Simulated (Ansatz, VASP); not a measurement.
**AgRh: VASP beside Ansatz**

INCAR

```
SYSTEM = AgRh
AGGAC = 1.0 ; AGGAX = 1.0
ALDAC = 0.0 ; ALDAX = 1.0
ALGO = Fast ; EDIFF = 1E-6
ENCUT = 520 ; GGA = B5
ISIF = 2 ; ISMEAR = 1
LASPH = .TRUE. ; LCHARG = .TRUE.
LELF = .TRUE. ; LREAL = .FALSE.
LVHAR = .TRUE. ; LWAVE = .FALSE.
NBANDS = 20 ; NELM = 60
PREC = Accurate ; SIGMA = 0.1
```

The input KPOINTS:

```
k-points
0
G
  11 11 6
  0 0 0
```

File POSCAR:

```
AgRh
1.0
    2.8141396046      0.0000000000      0.0000000000
   -1.4070698023      2.4371163874      0.0000000000
    0.0000000000      0.0000000000      4.8718803355
Ag Rh
1 1
Direct
    0.0000000000      0.0000000000      0.5000000000
    0.6666666667      0.3333333333      0.0000000000
```

The input input.yaml:

```yaml
crystal:
  lattice:
    - [2.8141396046, 0.0, 0.0]
    - [-1.4070698023, 2.4371163874, 0.0]
    - [0.0, 0.0, 4.8718803355]
  atoms:
    - { symbol: Ag, position: [0.0, 0.0, 0.5] }
    - { symbol: Rh, position: [0.6666666667, 0.3333333333, 0.0] }
kpoints:
  mp_grid: { grid: [11, 11, 6] }
scf:
  occupations: { method: methfessel_paxton, width: 0.1 }
hamiltonian:
  xc: blyp
  pseudopotentials: { kind: all_electron, lapw: { basis_error: 0.001 } }
output:
  forces: true
  stress: true
  eigenvalues: true
```

Change from the starting cell: volume scaled by 1.04.

Alike in both runs: task single point; functional BLYP; k mesh 11 × 11 × 6; occupations methfessel-paxton of order 1, width 0.1 eV; no spin polarisation.

```csv
,VASP,Ansatz
version,VASP 6.6.1,Ansatz 0.2.0
potentials or method,"VASP PAW PBE potentials, release 64 (Ag, Rh_pv), cutoff 520 eV","all-electron LAPW, scalar-relativistic"
```

Ansatz gave:

| Item | Value |
| --- | --- |
| gap on the k mesh at the Fermi level (eV) | none |
| pressure (GPa) | 1.0 |
| traceless stress, the component that is largest in VASP (GPa) | 0.17 |

Task: Which values does VASP return?

Result: gap on the k mesh at the Fermi level (eV): none; pressure (GPa): 1.3; traceless stress, the component that is largest in VASP (GPa): 0.13.

VASP's potentials were made for PBE, not for BLYP. A gap of «none» marks a metal or a gap that the smearing closes. Ansatz ran all-electron here, and VASP with PAW potentials.
